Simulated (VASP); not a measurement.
# Mg9O8 (a cell with a defect) in VASP: single point with LDA

Aim: the single point of Mg9O8 (a cell with a defect) with LDA.

Program: VASP 6.6.1. These are calculated values, not measurements. Logs are shortened: lines on timing, memory, paths and dates and some standing lists are left out, and cuts for length are marked.

### Step 1. The cell of the first run

The cell holds a defect, 17 atoms: a = 5.672 Å, b = 5.672 Å, c = 5.672 Å, α = 60.00°, β = 60.00°, γ = 60.00°.

### Step 2. Single point, LDA

File INCAR:

```
SYSTEM = Mg9O8
PREC     = Accurate       ! precision mode
ENCUT    = 620            ! plane-wave cutoff, eV
EDIFF    = 1E-6           ! SCF threshold, eV
ISMEAR   = -1             ! smearing method
SIGMA    = 0.02           ! smearing width, eV
LREAL    = Auto         
LASPH    = .TRUE.         ! aspherical terms in the spheres
NELM     = 120            ! most SCF steps
ALGO     = Normal         ! electronic algorithm
ISIF     = 2              ! what is computed and relaxed
LWAVE    = .FALSE.        ! write WAVECAR
LCHARG   = .TRUE.         ! write CHGCAR
LELF     = .TRUE.         ! ELF
LVHAR    = .TRUE.       
NBANDS   = 83             ! bands
GGA_COMPAT= .FALSE.
```

File KPOINTS:

```
regular mesh
0
G
  2 2 2
  0 0 0
```

File POSCAR:

```
Mg9O8
1.0
    0.0000000000      4.0110000000      4.0110000000
    4.0110000000      0.0000000000      4.0110000000
    4.0110000000      4.0110000000      0.0000000000
Mg O
9 8
Direct
   -0.0307778609      0.0036773872     -0.0023310895
   -0.0343430566      0.0259910247      0.5062702568
   -0.0175268013      0.5003739716      0.0335826477
    0.0074295687      0.4401146846      0.5034904014
    0.4776240339     -0.0153702319      0.0128022937
    0.5318374470     -0.0143605086      0.4823734729
    0.4597731239      0.5100349040      0.0220019945
    0.6276738968      0.4869359262      0.4213413114
    0.2134505111      0.5723136375      0.6103839442
    0.2425953628      0.2188357018      0.2585265520
    0.2209548741      0.2180628272      0.7875716779
    0.2193592620      0.7630142109      0.2438668661
    0.2438544004      0.7790077287      0.7752430815
    0.7860134630      0.2392670157      0.2182248816
    0.7148466717      0.2493767140      0.7894166043
    0.7556968337      0.7733482922      0.2344303166
    0.7725255547      0.7247319870      0.7354525056
```

Potentials or basis: VASP PAW LDA potentials, release 64 (Mg_sv, O).

The run is started by

```
> cat potpaw_LDA.64/Mg_sv/POTCAR potpaw_LDA.64/O/POTCAR > POTCAR
> mpirun -np 1 vasp_std > vasp.out
```

OUTCAR:

```text
SYSTEM = Mg9O8
   PREC = Accurate
   ENCUT = 620
   EDIFF = 1E-6
   ISMEAR = -1
   LREAL = Auto
   LASPH = .TRUE.
   NELM = 120
   ISIF = 2

 ion  position               nearest neighbor table
   1  0.969  0.004  0.998-  16 1.78  13 1.82  14 1.85  15 1.86  11 1.88  12 1.99
   2  0.966  0.026  0.506-  10 1.90  14 1.90  17 2.01  15 2.04  12 2.11   9 2.15
   3  0.982  0.500  0.034-  14 1.86  16 1.91  10 1.96   9 2.01  17 2.06   8 2.11  11 2.13
   4  0.007  0.440  0.503-  10 1.87  15 1.98  11 2.01  17 2.08   9 2.08
   5  0.478  0.985  0.013-  10 1.93  12 1.93  11 1.94  15 2.02  16 2.02
   6  0.532  0.986  0.482-  16 1.85  17 1.98  13 2.01  14 2.04  10 2.07
   7  0.460  0.510  0.022-  13 1.87  12 1.91  15 1.98  10 2.05
   8  0.628  0.487  0.421-  16 1.73  14 1.85   9 1.94  15 1.99   3 2.11
   9  0.213  0.572  0.610-  11 1.73  12 1.79  13 1.93   8 1.94   3 2.01  17 2.05   4 2.08   2 2.15

  10  0.243  0.219  0.259-   4 1.87   2 1.90   5 1.93   3 1.96   7 2.05   6 2.07
  11  0.221  0.218  0.788-   9 1.73   1 1.88   5 1.94   4 2.01   3 2.13
  12  0.219  0.763  0.244-   9 1.79   7 1.91   5 1.93   1 1.99   2 2.11
  13  0.244  0.779  0.775-   1 1.82   7 1.87   9 1.93   6 2.01
  14  0.786  0.239  0.218-   1 1.85   8 1.85   3 1.86   2 1.90   6 2.04
  15  0.715  0.249  0.789-   1 1.86   4 1.98   7 1.98   8 1.99   5 2.02   2 2.04
  16  0.756  0.773  0.234-   8 1.73   1 1.78   6 1.85   3 1.91   5 2.02
  17  0.773  0.725  0.735-   6 1.98   2 2.01   9 2.05   3 2.06   4 2.08

  LATTYP: Found a face centered cubic cell.
 ALAT       =     8.0220000000

  Lattice vectors:

 A1 = (   0.0000000000,   4.0110000000,   4.0110000000)
 A2 = (   4.0110000000,   0.0000000000,   4.0110000000)
 A3 = (   4.0110000000,   4.0110000000,   0.0000000000)

Analysis of symmetry for initial positions (statically):
=====================================================================
 Subroutine PRICEL returns:
 Original cell was already a primitive cell.

 Routine SETGRP: Setting up the symmetry group for a
 face centered cubic supercell.

 Subroutine GETGRP returns: Found  1 space group operations
 (whereof  1 operations were pure point group operations)
 out of a pool of 48 trial point group operations.

The static configuration has the point symmetry C_1 .

Analysis of symmetry for dynamics (positions and initial velocities):
=====================================================================
 Subroutine PRICEL returns:
 Original cell was already a primitive cell.

 Routine SETGRP: Setting up the symmetry group for a
 face centered cubic supercell.

 Subroutine GETGRP returns: Found  1 space group operations
 (whereof  1 operations were pure point group operations)
 out of a pool of 48 trial point group operations.

The dynamic configuration has the point symmetry C_1 .

 Subroutine INISYM returns: Found  1 space group operations
 (whereof  1 operations are pure point group operations),
 and found     1 'primitive' translations

----------------------------------------------------------------------------------------

                                     Primitive cell

  volume of cell :     129.0589

  direct lattice vectors                    reciprocal lattice vectors
     0.000000000  4.011000000  4.011000000    -0.124657193  0.124657193  0.124657193
     4.011000000  0.000000000  4.011000000     0.124657193 -0.124657193  0.124657193
     4.011000000  4.011000000  0.000000000     0.124657193  0.124657193 -0.124657193

  length of vectors
     5.672410599  5.672410599  5.672410599     0.215912591  0.215912591  0.215912591

  position of ions in fractional coordinates (direct lattice)
     0.969222139  0.003677387  0.997668911
     0.965656943  0.025991025  0.506270257
     0.982473199  0.500373972  0.033582648
     0.007429569  0.440114685  0.503490401
     0.477624034  0.984629768  0.012802294
     0.531837447  0.985639491  0.482373473
[... 9 lines left out ...]
     0.755696834  0.773348292  0.234430317
     0.772525555  0.724731987  0.735452506

  ion indices of the primitive-cell ions
   primitive index   ion index
                 1           1
                 2           2
                 3           3
                 4           4
                 5           5
                 6           6
[... 9 lines left out ...]
                16          16
                17          17

----------------------------------------------------------------------------------------

 KPOINTS: regular mesh

Automatic generation of k-mesh.
 Grid dimensions read from file:
 generate k-points for:    2    2    2

 Generating k-lattice:

  Cartesian coordinates                     Fractional coordinates (reciprocal lattice)
    -0.062328596  0.062328596  0.062328596     0.500000000  0.000000000  0.000000000
     0.062328596 -0.062328596  0.062328596     0.000000000  0.500000000  0.000000000
     0.062328596  0.062328596 -0.062328596     0.000000000  0.000000000  0.500000000

  Length of vectors
     0.107956296  0.107956296  0.107956296

  Shift w.r.t. Gamma in fractional coordinates (k-lattice)
     0.000000000  0.000000000  0.000000000

 Subroutine IBZKPT returns following result:
 ===========================================

 Found      8 irreducible k-points:

 Following reciprocal coordinates:
            Coordinates               Weight
  0.000000  0.000000  0.000000      1.000000
  0.500000  0.000000  0.000000      1.000000
  0.000000  0.500000  0.000000      1.000000
  0.000000  0.000000  0.500000      1.000000
  0.500000  0.500000  0.500000      1.000000
  0.500000  0.500000  0.000000      1.000000
  0.000000  0.500000  0.500000      1.000000
  0.500000  0.000000  0.500000      1.000000
   k-points           NKPTS =      8   k-points in BZ     NKDIM =      8   number of bands    NBANDS=     83
   number of dos      NEDOS =    301   number of ions     NIONS =     17
   total plane-waves  NPLWV = 110592
   dimension x,y,z NGX =    48 NGY =   48 NGZ =   48
   dimension x,y,z NGXF=    96 NGYF=   96 NGZF=   96
   ions per type =               9   8
   NGX,Y,Z   is equivalent  to a cutoff of  14.07, 14.07, 14.07 a.u.
   NGXF,Y,Z  is equivalent  to a cutoff of  28.14, 28.14, 28.14 a.u.
 SYSTEM =  Mg9O8
   PREC   = accura    normal or accurate (medium, high low for compatibility)
   ISTART =      0    job   : 0-new  1-cont  2-samecut
   ICHARG =      2    charge: 1-file 2-atom 10-const
   ISPIN  =      1    spin polarized calculation?
   LNONCOLLINEAR =      F non collinear calculations
   LSORBIT =      F    spin-orbit coupling
   LASPH  =      T    aspherical Exc in radial PAW
   ENCUT  =  620.0 eV  45.57 Ry    6.75 a.u.  11.52 11.52 11.52*2*pi/ulx,y,z
   NELM   =    120;   NELMIN=  2; NELMDL= -5     # of ELM steps
   EDIFF  = 0.1E-05   stopping-criterion for ELM
   LREAL  =      T    real-space projection
   EDIFFG = 0.1E-04   stopping-criterion for IOM
   NSW    =      0    number of steps for IOM
   IBRION =     -1    ionic relax: 0-MD 1-quasi-New 2-CG
   NFREE  =      0    steps in history (QN), initial steepest desc. (CG)
   ISIF   =      2    stress and relaxation
   ISYM   =      2    0-nonsym 1-usesym 2-fastsym
   POTIM  = 0.5000    time-step for ionic-motion
   TEBEG  =    0.0;   TEEND  =   0.0 temperature during run
   PSTRESS=    0.0 pullay stress
   NELECT =     138.0000    total number of electrons
   NUPDOWN=      -1.0000    fix difference up-down
   EMIN   =  10.00;   EMAX   =-10.00  energy-range for DOS
   EFERMI =   0.00;   METHOD = LEGACY
   ISMEAR =    -1;   SIGMA  =   0.02  broadening in eV -4-tet -1-fermi 0-gaus
   EFERMI_NEDOS =   21; number of points for ismear=-14 and -15
   IALGO  =     38    algorithm
   IMIX   =      4    mixing-type and parameters
     AMIX     =   0.40;   BMIX     =  1.00
     AMIX_MAG =   1.60;   BMIX_MAG =  1.00
  volume/ion in A,a.u.               =       7.59        51.23
  Fermi-wavevector in a.u.,A,eV,Ry     =   1.674063  3.163521 38.130161  2.802488
  Thomas-Fermi vector in A             =   2.758925
   LORBIT       =      0    0 simple, 1 ext, 2 COOP (PROOUT), +10 PAW based schemes
   GGA     = CA    functional components
   LHFCALC =     F    Hartree Fock is set to
   AEXX    =    0.0000 exact exchange contribution
   IVDW    =     0    specifies the selected vdW correction
   LEPSILON=     F    determine dielectric tensor
   LRPA    =     F    only Hartree local field effects (RPA)
 non-spin polarized calculation
  energy-cutoff  :      620.00
  volume of cell :      129.06
 maximum number of plane-waves:      4573
 NGX is ok and might be reduce to    48
   NGX = 23   NGY = 23   NGZ = 23

 number of electron     138.0000001 magnetization

 Free energy of the ion-electron system (eV)
  ---------------------------------------------------
  ext. energy  EPLUGINS =         0.00000000
  ---------------------------------------------------
  free energy    TOTEN  =       -85.67847854 eV

  energy without entropy =      -85.66813110  energy(sigma->0) =      -85.67330482

 E-fermi :  11.5542     XC(G=0): -13.0927

 val. band max:       11.5289274562   @ k =   0.5000   0.0000   0.5000
 cond. band min:      11.5670120318   @ k =   0.0000   0.5000   0.5000
 fundamental gap:      0.0380845756
 Fermi energy:        11.5542234888

 k-point     1 :       0.0000    0.0000    0.0000
  band No.  band energies     occupation
      1     -67.7343      2.00000
      2     -67.4640      2.00000
      3     -67.3452      2.00000
      4     -67.2014      2.00000
      5     -66.6176      2.00000
      6     -66.4584      2.00000
[... 73 lines left out ...]
     80      17.0622      0.00000
     81      17.3757      0.00000

 k-point     2 :       0.5000    0.0000    0.0000
  band No.  band energies     occupation
      1     -67.7311      2.00000
      2     -67.4641      2.00000
      3     -67.3492      2.00000
      4     -67.2027      2.00000
      5     -66.6153      2.00000
      6     -66.4584      2.00000
[... 73 lines left out ...]
     80      16.6884      0.00000
     81      16.8048      0.00000
[... 418 lines left out ...]
     80      16.2072      0.00000
     81      16.4805      0.00000

 k-point     8 :       0.5000    0.0000    0.5000
  band No.  band energies     occupation
      1     -67.7331      2.00000
      2     -67.4636      2.00000
      3     -67.3467      2.00000
      4     -67.2024      2.00000
      5     -66.6166      2.00000
      6     -66.4583      2.00000
[... 73 lines left out ...]
     80      16.2021      0.00000
     81      16.3455      0.00000
 [bands above 81 left out]

------------------------ aborting loop because EDIFF is reached ----------------------------------------

  FORCE on cell =-STRESS in cart. coord.  units (eV):
  Direction    XX          YY          ZZ          XY          YZ          ZX
  --------------------------------------------------------------------------------------
  -------------------------------------------------------------------------------------
  Total       64.7884075     57.3914249     70.0309312     -2.4451808      0.7014542     -6.6982966
  in kB      804.3034020    712.4749642    869.3857186    -30.3552336      8.7080708    -83.1547334
  external PRESSURE =     795.3880283 kB  Pullay stress =       0.0000000 kB

 VOLUME and BASIS-vectors are now :
 -----------------------------------------------------------------------------
  energy-cutoff  :      620.00
  volume of cell :      129.06
      direct lattice vectors                 reciprocal lattice vectors
     0.000000000  4.011000000  4.011000000    -0.124657193  0.124657193  0.124657193
     4.011000000  0.000000000  4.011000000     0.124657193 -0.124657193  0.124657193
     4.011000000  4.011000000  0.000000000     0.124657193  0.124657193 -0.124657193

 POSITION                                       TOTAL-FORCE (eV/Angst)
 -----------------------------------------------------------------------------------
      4.01640      7.88920      3.90230         0.924600      1.357037      1.921407
      2.13490      5.90390      3.97750        -0.404151      0.187163     -0.192871
      2.14170      4.07540      5.94770        -1.234771      0.541947      0.316195
      3.78480      2.04930      1.79510         1.391391     -0.083313      0.120530
      4.00070      1.96710      5.86510         0.010242     -0.722835      0.911320
      5.88820      4.06800      6.08660         2.347057     -0.645185     -0.541364
[... 9 lines left out ...]
      4.04220      3.97140      6.13300        -0.779009      0.035228      0.338285
      5.85680      6.04850      6.00550         0.776962      0.926985      0.668964
 -----------------------------------------------------------------------------------
    total drift:                               -0.000824     -0.000855      0.003667

  FREE ENERGIE OF THE ION-ELECTRON SYSTEM (eV)
  ---------------------------------------------------
  free  energy   TOTEN  =       -85.6784785399 eV

  energy  without entropy=      -85.6681311046  energy(sigma->0) =      -85.67330482
```

It took 2.3 min on 1 thread of Intel Xeon Platinum 8488C (Sapphire Rapids), shared host; peak memory 0.28 GiB.

What came out:

```
Free energy            : -85.6785 eV
Pressure               : 79.5 GPa
Largest force          : 3.377 eV/Å
Band gap on the k mesh : zero (bands 69 and 70 overlap by 0.11 eV)
```

Forces on the atoms (eV/Å):
```
Mg   0.925  1.357  1.921
Mg  -0.404  0.187 -0.193
Mg  -1.235  0.542  0.316
Mg   1.391 -0.083  0.121
Mg   0.010 -0.723  0.911
Mg   2.347 -0.645 -0.541
Mg  -1.558  1.614  0.576
Mg  -0.243  1.598 -2.204
Mg   1.268 -0.629  1.057
O    0.445  0.486  1.508
O   -0.653  0.066 -0.872
O    0.468 -1.319 -0.704
O   -2.110 -2.027 -1.686
O    0.807 -0.737 -1.599
O   -1.456 -0.650  0.382
O   -0.779  0.035  0.338
O    0.777  0.927  0.669
```

Stress tensor (GPa, compression positive):
```
80.43 -3.04 -8.32
-3.04 71.25  0.87
-8.32  0.87 86.94
```

Levels at points of the mesh, in eV from the Fermi level:
```tsv
k point	band 67	band 68	band 69	band 70	band 71	band 72
(0.00, 0.00, 0.00)	-7.30	-7.03	-1.98	-0.10	0.33	0.56
(0.50, 0.00, 0.00)	-7.56	-7.47	-0.26	0.21	1.38	1.45
(0.00, 0.50, 0.00)	-7.45	-7.19	-0.51	0.22	0.91	1.54
(0.00, 0.00, 0.50)	-7.44	-7.31	-0.43	0.27	0.96	1.63
(0.50, 0.50, 0.50)	-7.48	-7.18	-0.51	0.04	1.23	1.54
(0.50, 0.50, 0.00)	-7.70	-7.57	-0.03	0.83	1.43	1.85
(0.00, 0.50, 0.50)	-7.81	-7.50	0.01	1.02	1.50	1.81
(0.50, 0.00, 0.50)	-7.73	-7.34	-0.03	0.89	1.42	1.79
```

Caveat: the k points lie up to 0.68 Å⁻¹ apart.

The gap in the log of VASP goes by the Fermi energy; the results here count the filled bands.